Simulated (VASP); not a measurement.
# Al3N in VASP: relaxation of the atoms with r2SCAN

Aim: the relaxation of the atoms of Al3N with r2SCAN.

Everything below comes from runs of VASP 6.6.1. Logs are shortened: lines on timing, memory, paths and dates and some standing lists are left out, and cuts for length are marked.

## (1) The cell of the first run

The cell holds a slab with vacuum, 4 atoms: a = 2.823 Å, b = 2.823 Å, c = 19.601 Å, α = 90.00°, β = 90.00°, γ = 90.00°.

## (2) Relaxation of the atoms, r2SCAN

POSCAR

```
Al3N
1.0
    2.8227735241      0.0000000000      0.0000000000
    0.0000000000      2.8227735241      0.0000000000
    0.0000000000      0.0000000000     19.6006973085
Al N
3 1
Selective dynamics
Direct
    0.5000000000      0.5000000000      0.2040743723  F F F
    0.0000000000      0.0000000000      0.3086652017  F F F
    0.5000000000      0.5000000000      0.4132861796  F F F
    0.8333333333      0.8333333333      0.4736931140  F F T
```

INCAR.step1

```
ALGO     = Normal         # electronic algorithm
DIPOL    = 0.5 0.5 0.350
EDIFF    = 1E-4           # SCF threshold, eV
ENCUT    = 520            # plane-wave cutoff, eV
GGA      = PE             # functional
IDIPOL   = 3            
ISMEAR   = 0              # smearing method
LASPH    = T              # aspherical terms in the spheres
LCHARG   = F              # write CHGCAR
LDIPOL   = T            
LREAL    = F              # projectors in reciprocal space
LWAVE    = T              # write WAVECAR
NELM     = 60             # most SCF steps
PREC     = Accurate       # precision mode
SIGMA    = 0.1            # smearing width, eV
```

INCAR.step2

```
ALGO     = Normal         # electronic algorithm
DIPOL    = 0.5 0.5 0.350
EDIFF    = 1E-7           # SCF threshold, eV
EDIFFG   = -0.025         # ionic threshold
ENCUT    = 520            # plane-wave cutoff, eV
IBRION   = 2              # ionic algorithm
IDIPOL   = 3            
ISIF     = 2              # what is computed and relaxed
ISMEAR   = 0              # smearing method
ISTART   = 1            
LASPH    = T              # aspherical terms in the spheres
LCHARG   = F              # write CHGCAR
LDIPOL   = T            
LMIXTAU  = T            
LREAL    = F              # projectors in reciprocal space
LWAVE    = F              # write WAVECAR
METAGGA  = R2SCAN         # meta-GGA
NELM     = 60             # most SCF steps
NSW      = 36             # ionic steps
PREC     = Accurate       # precision mode
SIGMA    = 0.1            # smearing width, eV
```

KPOINTS

```
k-points
0
Gamma
  9 9 1
```

Potentials or basis: VASP PAW PBE potentials, release 64 (Al, N).

Run with:

```console
$ cat potpaw_PBE.64/Al/POTCAR potpaw_PBE.64/N/POTCAR > POTCAR
$ cp INCAR.step1 INCAR
$ mpirun -np 1 vasp_std > vasp.out
$ cp INCAR.step2 INCAR
$ mpirun -np 1 vasp_std > vasp.out
```

OUTCAR:

```text
EDIFF = 1E-7
   EDIFFG = -0.025
   ENCUT = 520
   IBRION = 2
   ISIF = 2
   ISMEAR = 0
   ISTART = 1
   LASPH = T
   LREAL = F
   METAGGA = R2SCAN
   NELM = 60
   NSW = 36
   PREC = Accurate

 ion  position               nearest neighbor table
   1  0.500  0.500  0.204-   2 2.86   2 2.86   2 2.86   2 2.86
   2  0.000  0.000  0.309-   1 2.86   1 2.86   1 2.86   1 2.86   3 2.86   3 2.86   3 2.86   3 2.86

   3  0.500  0.500  0.413-   4 1.78   4 2.41   4 2.41   2 2.86   2 2.86   2 2.86   2 2.86
   4  0.833  0.833  0.474-   3 1.78   3 2.41   3 2.41

  LATTYP: Found a simple tetragonal cell.
 ALAT       =     2.8227735241
 C/A-ratio  =     6.9437725489

  Lattice vectors:

 A1 = (   2.8227735241,   0.0000000000,   0.0000000000)
 A2 = (   0.0000000000,   2.8227735241,   0.0000000000)
 A3 = (   0.0000000000,   0.0000000000,  19.6006973085)

Analysis of symmetry for initial positions (statically):
=====================================================================
 Subroutine PRICEL returns:
 Original cell was already a primitive cell.

 Routine SETGRP: Setting up the symmetry group for a
 simple tetragonal supercell.

 Subroutine GETGRP returns: Found  2 space group operations
 (whereof  2 operations were pure point group operations)
 out of a pool of 16 trial point group operations.

The static configuration has the point symmetry C_1h.

Analysis of symmetry for dynamics (positions and initial velocities):
=====================================================================
 Subroutine PRICEL returns:
 Original cell was already a primitive cell.

 Routine SETGRP: Setting up the symmetry group for a
 simple tetragonal supercell.

 Subroutine GETGRP returns: Found  2 space group operations
 (whereof  2 operations were pure point group operations)
 out of a pool of 16 trial point group operations.

The dynamic configuration has the point symmetry C_1h.

Analysis of constrained symmetry for selective dynamics:
=====================================================================
 Subroutine PRICEL returns:
 Original cell was already a primitive cell.

 Routine SETGRP: Setting up the symmetry group for a
 simple tetragonal supercell.

 Subroutine GETGRP returns: Found  2 space group operations
 (whereof  2 operations were pure point group operations)
 out of a pool of 16 trial point group operations.

The constrained configuration has the point symmetry C_1h.

 Subroutine INISYM returns: Found  2 space group operations
 (whereof  2 operations are pure point group operations),
 and found     1 'primitive' translations

----------------------------------------------------------------------------------------

                                     Primitive cell

  volume of cell :     156.1793

  direct lattice vectors                    reciprocal lattice vectors
     2.822773524  0.000000000  0.000000000     0.354261506  0.000000000  0.000000000
     0.000000000  2.822773524  0.000000000     0.000000000  0.354261506  0.000000000
     0.000000000  0.000000000 19.600697308     0.000000000  0.000000000  0.051018593

  length of vectors
     2.822773524  2.822773524 19.600697308     0.354261506  0.354261506  0.051018593

  position of ions in fractional coordinates (direct lattice)
     0.500000000  0.500000000  0.204074372
     0.000000000  0.000000000  0.308665202
     0.500000000  0.500000000  0.413286180
     0.833333333  0.833333333  0.473693114

  ion indices of the primitive-cell ions
   primitive index   ion index
                 1           1
                 2           2
                 3           3
                 4           4

----------------------------------------------------------------------------------------

 KPOINTS: k-points

Automatic generation of k-mesh.
 Grid dimensions read from file:
 generate k-points for:    9    9    1

 Generating k-lattice:

  Cartesian coordinates                     Fractional coordinates (reciprocal lattice)
     0.039362390  0.000000000  0.000000000     0.111111111  0.000000000  0.000000000
     0.000000000  0.039362390  0.000000000     0.000000000  0.111111111  0.000000000
     0.000000000  0.000000000  0.051018593     0.000000000  0.000000000  1.000000000

  Length of vectors
     0.039362390  0.039362390  0.051018593

  Shift w.r.t. Gamma in fractional coordinates (k-lattice)
     0.000000000  0.000000000  0.000000000

 Subroutine IBZKPT returns following result:
 ===========================================

 Found     25 irreducible k-points:

 Following reciprocal coordinates:
            Coordinates               Weight
  0.000000  0.000000  0.000000      1.000000
  0.111111  0.000000  0.000000      4.000000
  0.222222  0.000000  0.000000      4.000000
  0.333333  0.000000  0.000000      4.000000
  0.444444  0.000000  0.000000      4.000000
  0.111111  0.111111  0.000000      2.000000
[... 16 lines left out ...]
 -0.333333  0.444444  0.000000      4.000000
  0.444444  0.444444  0.000000      2.000000
   k-points           NKPTS =     25   k-points in BZ     NKDIM =     25   number of bands    NBANDS=     11
   number of dos      NEDOS =    301   number of ions     NIONS =      4
   total plane-waves  NPLWV =  86400
   dimension x,y,z NGX =    24 NGY =   24 NGZ =  150
   dimension x,y,z NGXF=    48 NGYF=   48 NGZF=  300
   ions per type =               3   1
   NGX,Y,Z   is equivalent  to a cutoff of  14.13, 14.13, 12.72 a.u.
   NGXF,Y,Z  is equivalent  to a cutoff of  28.27, 28.27, 25.44 a.u.
 SYSTEM =  unknown system
   PREC   = accura    normal or accurate (medium, high low for compatibility)
   ISTART =      1    job   : 0-new  1-cont  2-samecut
   ICHARG =      0    charge: 1-file 2-atom 10-const
   ISPIN  =      1    spin polarized calculation?
   LNONCOLLINEAR =      F non collinear calculations
   LSORBIT =      F    spin-orbit coupling
   LASPH  =      T    aspherical Exc in radial PAW
   ENCUT  =  520.0 eV  38.22 Ry    6.18 a.u.   5.25  5.25 36.44*2*pi/ulx,y,z
   NELM   =     60;   NELMIN=  2; NELMDL=  0     # of ELM steps
   EDIFF  = 0.1E-06   stopping-criterion for ELM
   LREAL  =      F    real-space projection
   EDIFFG = -.3E-01   stopping-criterion for IOM
   NSW    =     36    number of steps for IOM
   IBRION =      2    ionic relax: 0-MD 1-quasi-New 2-CG
   NFREE  =      1    steps in history (QN), initial steepest desc. (CG)
   ISIF   =      2    stress and relaxation
   ISYM   =      2    0-nonsym 1-usesym 2-fastsym
   POTIM  = 0.5000    time-step for ionic-motion
   TEBEG  =    0.0;   TEEND  =   0.0 temperature during run
   PSTRESS=    0.0 pullay stress
   NELECT =      14.0000    total number of electrons
   NUPDOWN=      -1.0000    fix difference up-down
   EMIN   =  10.00;   EMAX   =-10.00  energy-range for DOS
   EFERMI =   0.00;   METHOD = LEGACY
   ISMEAR =     0;   SIGMA  =   0.10  broadening in eV -4-tet -1-fermi 0-gaus
   EFERMI_NEDOS =   21; number of points for ismear=-14 and -15
   IALGO  =     38    algorithm
   IMIX   =      4    mixing-type and parameters
     AMIX     =   0.40;   BMIX     =  1.00
     AMIX_MAG =   1.60;   BMIX_MAG =  1.00
  volume/ion in A,a.u.               =      39.04       263.49
  Fermi-wavevector in a.u.,A,eV,Ry     =   0.732672  1.384549  7.303721  0.536808
  Thomas-Fermi vector in A             =   1.825193
   LORBIT       =      0    0 simple, 1 ext, 2 COOP (PROOUT), +10 PAW based schemes
   METAGGA = R2SCAN    functional components
   LHFCALC =     F    Hartree Fock is set to
   AEXX    =    0.0000 exact exchange contribution
   IVDW    =     0    specifies the selected vdW correction
   LEPSILON=     F    determine dielectric tensor
   LRPA    =     F    only Hartree local field effects (RPA)
 conjugate gradient relaxation of ions
 non-spin polarized calculation
 Gauss-broadening in eV      SIGMA  =   0.10
  energy-cutoff  :      520.00
  volume of cell :      156.18
 maximum number of plane-waves:      4249
 NGX is ok and might be reduce to    24
   NGX = 11   NGY = 11   NGZ = 73

--------------------------------------- Ionic step        1  -------------------------------------------

 number of electron      14.0000000 magnetization

 Free energy of the ion-electron system (eV)
  ---------------------------------------------------
  ext. energy  EPLUGINS =         0.00000000
  ---------------------------------------------------
  free energy    TOTEN  =       -26.36115470 eV

  energy without entropy =      -26.35562153  energy(sigma->0) =      -26.35838812

------------------------ aborting loop because EDIFF is reached ----------------------------------------

  FORCE on cell =-STRESS in cart. coord.  units (eV):
  Direction    XX          YY          ZZ          XY          YZ          ZX
  --------------------------------------------------------------------------------------
  -------------------------------------------------------------------------------------
  Total       -2.8903358     -2.8903358     -0.9923452      2.1694546      1.3665112      1.3665165
  in kB      -29.6507238    -29.6507238    -10.1800469     22.2555100     14.0184558     14.0185105
  external PRESSURE =     -23.1604981 kB  Pullay stress =       0.0000000 kB
[... 101 lines left out ...]
--------------------------------------- Ionic step        4  -------------------------------------------

 number of electron      14.0000000 magnetization

 dipolmoment           0.000000      0.000000      0.148289 electrons x Angstroem

 Free energy of the ion-electron system (eV)
  ---------------------------------------------------
  ext. energy  EPLUGINS =         0.00000000
  ---------------------------------------------------
  free energy    TOTEN  =       -26.56097085 eV

  energy without entropy =      -26.54643438  energy(sigma->0) =      -26.55370262

 E-fermi :  -1.3854     XC(G=0):  -4.6894

 val. band max:       -1.4213072402   @ k =   0.0000   0.0000   0.0000
 cond. band min:      -1.3748907200   @ k =   0.4444   0.2222   0.0000
 fundamental gap:      0.0464165202
 Fermi energy:        -1.3854076613

 k-point     1 :       0.0000    0.0000    0.0000
  band No.  band energies     occupation
      1     -16.8223      2.00000
      2     -12.2110      2.00000
      3      -9.1953      2.00000
      4      -5.3626      2.00000
      5      -2.4997      2.00000
      6      -1.5147      1.93248
      7      -1.4213      1.38833
      8       1.2141      0.00000
      9       3.1824      0.00000
     10       4.4525      0.00000
     11       5.2387      0.00000
[... 309 lines left out ...]
 k-point    24 :       0.4444    0.4444    0.0000
  band No.  band energies     occupation
      1     -14.5639      2.00000
      2      -5.3761      2.00000
      3      -5.3217      2.00000
      4      -4.4854      2.00000
      5      -3.1809      2.00000
      6      -2.8277      2.00000
      7      -1.9829      2.00000
      8      -0.9224      0.00000
      9      -0.2272      0.00000
     10      -0.2019      0.00000
     11       1.1016      0.00000

 [... further k-points ...]

------------------------ aborting loop because EDIFF is reached ----------------------------------------

 vacuum level on the upper side and lower side of the slab       (xc-potential included)         1.636        -1.656

  FORCE on cell =-STRESS in cart. coord.  units (eV):
  Direction    XX          YY          ZZ          XY          YZ          ZX
  --------------------------------------------------------------------------------------
  -------------------------------------------------------------------------------------
  Total        0.1658932      0.1658932      0.7798812      5.0169178      3.8810885      3.8810952
  in kB        1.7018279      1.7018279      8.0004684     51.4664221     39.8144327     39.8145019
  external PRESSURE =       3.8013747 kB  Pullay stress =       0.0000000 kB
[... 19 lines left out ...]
  FREE ENERGIE OF THE ION-ELECTRON SYSTEM (eV)
  ---------------------------------------------------
  free  energy   TOTEN  =       -26.5609708478 eV

  energy  without entropy=      -26.5464343834  energy(sigma->0) =      -26.55370262

 reached required accuracy - stopping structural energy minimisation

 vacuum level on the upper side and lower side of the slab         6.421         3.036
```

It took 12 min on 1 thread of AMD EPYC 9R45 (Zen 5), shared host; peak memory 0.3 GiB.

Results:

```
Free energy               : -26.5610 eV
Energy gained by relaxing : 50.0 meV/atom
Ionic steps               : 4
Band gap on the k mesh    : zero (bands 7 and 8 overlap by 0.34 eV)
```

The path:
```csv
step,energy change (eV),largest force on free atoms (eV/Å),pressure (GPa)
1,0.0000,1.7423,-2.32
2,-0.1185,1.0748,-1.47
3,-0.1990,0.1141,0.17
4,-0.1998,0.0075,0.38
```

Final structure:
```
Al N
1.0
     2.82277    0.00000    0.00000
     0.00000    2.82277    0.00000
     0.00000    0.00000   19.60070
Al N
3 1
Direct
  0.50000 0.50000 0.20407
  0.00000 0.00000 0.30867
  0.50000 0.50000 0.41329
  0.83333 0.83333 0.46168
```

Levels at points of the mesh, in eV from the Fermi level:
| k point | band 4 | band 5 | band 6 | band 7 | band 8 | band 9 | band 10 | band 11 |
| --- | --- | --- | --- | --- | --- | --- | --- | --- |
| (0.00, 0.00, 0.00) | -3.98 | -1.11 | -0.13 | -0.04 | 2.60 | 4.57 | 5.84 | 6.62 |

Caveat: the PAW data sets were made with another functional, which shifts forces and pressure a little.

The gap in the log of VASP goes by the Fermi energy; the results here count the filled bands.